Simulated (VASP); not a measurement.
# Os (Fm-3m) in VASP: a series of runs, part 3 of 3

VASP 6.6.1.

## Step 4: Single point, PBEsol (volume scaled by 0.96)

INCAR

```
PREC     = Accurate       # precision mode
ENCUT    = 600            # plane-wave cutoff, eV
EDIFF    = 1E-6           # SCF threshold, eV
ISMEAR   = -1             # smearing method
SIGMA    = 0.05           # smearing width, eV
LREAL    = F              # projectors in reciprocal space
LASPH    = T              # aspherical terms in the spheres
NELM     = 120            # most SCF steps
ALGO     = Normal         # electronic algorithm
ISIF     = 2              # what is computed and relaxed
LWAVE    = F              # write WAVECAR
LCHARG   = F              # write CHGCAR
GGA      = PS             # functional
NBANDS   = 10             # bands
GGA_COMPAT= F
```

KPOINTS

```
Automatic mesh
0
Gamma
  14 14 14
```

POSCAR

```
Os
1.0
    0.0000000000      1.9187129938      1.9187129938
    1.9187129938      0.0000000000      1.9187129938
    1.9187129938      1.9187129938      0.0000000000
Os
1
Direct
    0.0000000000      0.0000000000      0.0000000000
```

On the command line:

```console
> cat potpaw_PBE.64/Os/POTCAR > POTCAR
> mpirun -np 1 vasp_std > vasp.out
```

Wall time 7.8 s (1 thread of Intel Xeon Platinum 8559C (Emerald Rapids), shared host); peak memory 0.15 GiB.

It converged, with:

| Item | Value |
| --- | --- |
| Free energy | -12.0943 eV |
| Pressure | -4.7 GPa |
| Band gap on the k mesh | zero (band 4 reaches 11.44 eV, above the bottom of band 5 at 7.71 eV) |

Levels at points of the mesh, in eV from the Fermi level:
```
           k point  band 2  band 3  band 4  band 5  band 6  band 7
(0.00, 0.00, 0.00)   -2.93   -2.93   -2.93    0.10    0.10   14.33
(0.50, 0.00, 0.00)   -3.08   -3.08   -0.20    2.48    2.48    8.92
(0.50, 0.50, 0.00)   -6.77    2.36    2.44    3.16    3.16   12.16
```

Caveat: the cell differs from its parent crystal (volume scaled by 0.96); the PAW data sets were made with another functional, which shifts forces and pressure a little; spin-orbit coupling is left out, which moves the levels of the heavy elements.

## Step 5: Single point, PBEsol

This run uses another cell than the first one, of 14.72 Å³/atom, 0.980 times its volume.

INCAR

```
SYSTEM = Os
ALGO = Normal
EDIFF = 1E-6
ENCUT = 600
GGA = PS
GGA_COMPAT = .FALSE.
ISIF = 2
ISMEAR = -1
LASPH = .TRUE.
LCHARG = .TRUE.
LELF = .TRUE.
LREAL = .FALSE.
LVHAR = .TRUE.
LWAVE = .FALSE.
NBANDS = 10
NELM = 120
PREC = Accurate
SIGMA = 0.05
```

KPOINTS

```
k-points
0
G
  14 14 14
  0 0 0
```

POSCAR

```
Os
1.0
    0.0000000000      1.9450000000      1.9450000000
    1.9450000000      0.0000000000      1.9450000000
    1.9450000000      1.9450000000      0.0000000000
Os
1
Direct
    0.0000000000      0.0000000000      0.0000000000
```

Potentials or basis: VASP PAW PBE potentials, release 64 (Os).

On the command line:

```console
> cat potpaw_PBE.64/Os/POTCAR > POTCAR
> mpirun -np 1 vasp_std > vasp.out
```

OUTCAR:

```text
SYSTEM = Os
   EDIFF = 1E-6
   ENCUT = 600
   GGA = PS
   ISIF = 2
   ISMEAR = -1
   LASPH = .TRUE.
   LREAL = .FALSE.
   NELM = 120
   PREC = Accurate

 ion  position               nearest neighbor table
   1  0.000  0.000  0.000-

  LATTYP: Found a face centered cubic cell.
 ALAT       =     3.8900000000

  Lattice vectors:

 A1 = (   0.0000000000,   1.9450000000,   1.9450000000)
 A2 = (   1.9450000000,   0.0000000000,   1.9450000000)
 A3 = (   1.9450000000,   1.9450000000,   0.0000000000)

Analysis of symmetry for initial positions (statically):
[... 483 lines left out ...]
      5       8.1555      1.98414
      6       9.4719      0.00000
      7      23.6422      0.00000
      8      26.6402      0.00000
      9      28.7667      0.00000
     10      29.6010      0.00000

 [... further k-points ...]
[... 5 lines left out ...]
  --------------------------------------------------------------------------------------
  -------------------------------------------------------------------------------------
  Total       -1.8232001     -1.8232001     -1.8232001      0.0000000      0.0000000      0.0000000
  in kB     -198.4979918   -198.4979918   -198.4979918      0.0000000      0.0000000      0.0000000
  external PRESSURE =    -198.4979918 kB  Pullay stress =       0.0000000 kB

 VOLUME and BASIS-vectors are now :
 -----------------------------------------------------------------------------
  energy-cutoff  :      600.00
  volume of cell :       14.72
      direct lattice vectors                 reciprocal lattice vectors
     0.000000000  1.945000000  1.945000000    -0.257069409  0.257069409  0.257069409
     1.945000000  0.000000000  1.945000000     0.257069409 -0.257069409  0.257069409
     1.945000000  1.945000000  0.000000000     0.257069409  0.257069409 -0.257069409

 POSITION                                       TOTAL-FORCE (eV/Angst)
 -----------------------------------------------------------------------------------
      0.00000      0.00000      0.00000         0.000000     -0.000000     -0.000000
 -----------------------------------------------------------------------------------
    total drift:                               -0.000000      0.000000     -0.000000

  FREE ENERGIE OF THE ION-ELECTRON SYSTEM (eV)
  ---------------------------------------------------
  free  energy   TOTEN  =       -12.0482726374 eV

  energy  without entropy=      -12.0378078595  energy(sigma->0) =      -12.04304025
```

OSZICAR:

```text
N       E                     dE             d eps       ncg     rms          rms(c)
DAV:   1     0.386945445517E+02    0.38695E+02   -0.44496E+03  2088   0.835E+02
DAV:   2    -0.115745293614E+02   -0.50269E+02   -0.47124E+02  2120   0.207E+02
DAV:   3    -0.128437499361E+02   -0.12692E+01   -0.12455E+01  2446   0.313E+01
DAV:   4    -0.128476431889E+02   -0.38933E-02   -0.38925E-02  2312   0.187E+00
DAV:   5    -0.128476557935E+02   -0.12605E-04   -0.12606E-04  2266   0.998E-02    0.152E+01
DAV:   6    -0.122153346958E+02    0.63232E+00   -0.77786E-01  2478   0.704E+00    0.637E+00
DAV:   7    -0.120531112889E+02    0.16222E+00   -0.46375E-01  2582   0.517E+00    0.346E-01
DAV:   8    -0.120499172787E+02    0.31940E-02   -0.20037E-03  2166   0.362E-01    0.237E-01
DAV:   9    -0.120482718312E+02    0.16454E-02   -0.77697E-04  2268   0.303E-01    0.287E-02
DAV:  10    -0.120482726374E+02   -0.80619E-06   -0.86741E-06  2286   0.218E-02
   1 F= -.12048273E+02 E0= -.12043040E+02  d E =-.104648E-01
```

Wall time 7.4 s (1 thread of Intel Xeon Platinum 8559C (Emerald Rapids), shared host); peak memory 0.15 GiB.

What came out:

```
Free energy            : -12.0483 eV
Pressure               : -19.8 GPa
Band gap on the k mesh : zero (band 4 reaches 10.67 eV, above the bottom of band 5 at 7.19 eV)
```

Levels at points of the mesh, in eV from the Fermi level:
```tsv
k point	band 1	band 2	band 3	band 4	band 5	band 6	band 7	band 8	band 9
(0.00, 0.00, 0.00)	-10.38	-2.76	-2.76	-2.76	0.08	0.08	14.34	19.84	19.84
(0.50, 0.00, 0.00)	-7.24	-2.90	-2.90	-0.19	2.31	2.31	8.39	13.85	19.90
(0.50, 0.50, 0.00)	-7.07	-6.38	2.27	2.27	2.95	2.95	11.48	11.97	11.97
```

Caveat: the PAW data sets were made with another functional, which shifts forces and pressure a little; spin-orbit coupling is left out, which moves the levels of the heavy elements.

## Step 6: Single point, PBEsol (volume scaled by 0.98)

INCAR

```
PREC = Accurate
ENCUT = 600
EDIFF = 1E-6
ISMEAR = -1
SIGMA = 0.05
LREAL = False
LASPH = True
NELM = 120
ALGO = Normal
ISIF = 2
LWAVE = False
LCHARG = False
GGA = PS
NBANDS = 10
GGA_COMPAT = False
```

KPOINTS

```
regular mesh
0
Gamma
  14 14 14
```

POSCAR

```
Os
1.0
    0.0000000000      1.9319459154      1.9319459154
    1.9319459154      0.0000000000      1.9319459154
    1.9319459154      1.9319459154      0.0000000000
Os
1
Direct
    0.0000000000      0.0000000000      0.0000000000
```

Potentials or basis: VASP PAW PBE potentials, release 64 (Os).

On the command line:

```console
> cat potpaw_PBE.64/Os/POTCAR > POTCAR
> mpirun -np 1 vasp_std > vasp.out
```

Wall time 7.4 s (1 thread of Intel Xeon Platinum 8559C (Emerald Rapids), shared host); peak memory 0.15 GiB.

Results (log left out):

```
Free energy            : -12.0782 eV
Pressure               : -12.7 GPa
Band gap on the k mesh : zero (band 4 reaches 11.05 eV, above the bottom of band 5 at 7.44 eV)
```

Levels at points of the mesh, in eV from the Fermi level:
```tsv
k point	band 1	band 2	band 3	band 4	band 5	band 6	band 7	band 8
(0.00, 0.00, 0.00)	-10.56	-2.84	-2.84	-2.84	0.09	0.09	14.33	19.95
(0.50, 0.00, 0.00)	-7.42	-2.99	-2.99	-0.20	2.40	2.40	8.65	13.85
(0.50, 0.50, 0.00)	-7.27	-6.57	2.31	2.36	3.05	3.05	11.81	12.11
```

Caveat: the cell differs from its parent crystal (volume scaled by 0.98); the PAW data sets were made with another functional, which shifts forces and pressure a little; spin-orbit coupling is left out, which moves the levels of the heavy elements.

## Step 7: Summary

```csv
cell,cutoff (eV),gap on the mesh (eV),pressure (GPa)
"a = 2.769 Å, angles 60.0°, 1 atom",520,none,-26.2
"a = 2.805 Å, angles 60.0°, 1 atom",520,none,-36.6
"a = 2.713 Å, angles 60.0°, 1 atom",600,none,-4.7
"a = 2.751 Å, angles 60.0°, 1 atom",600,none,-19.8
"a = 2.732 Å, angles 60.0°, 1 atom",600,none,-12.7
```

Alike in all rows: task single point; level PBEsol; potentials or basis VASP PAW PBE potentials, release 64 (Os); no spin polarisation; k mesh 14 × 14 × 14; smearing fermi-dirac 0.05 eV.

Caveats: the PAW data sets were made with another functional, which shifts forces and pressure a little; spin-orbit coupling is left out, which moves the levels of the heavy elements.

Total energies depend on the potentials used, so only differences within one code and one set of settings carry meaning.
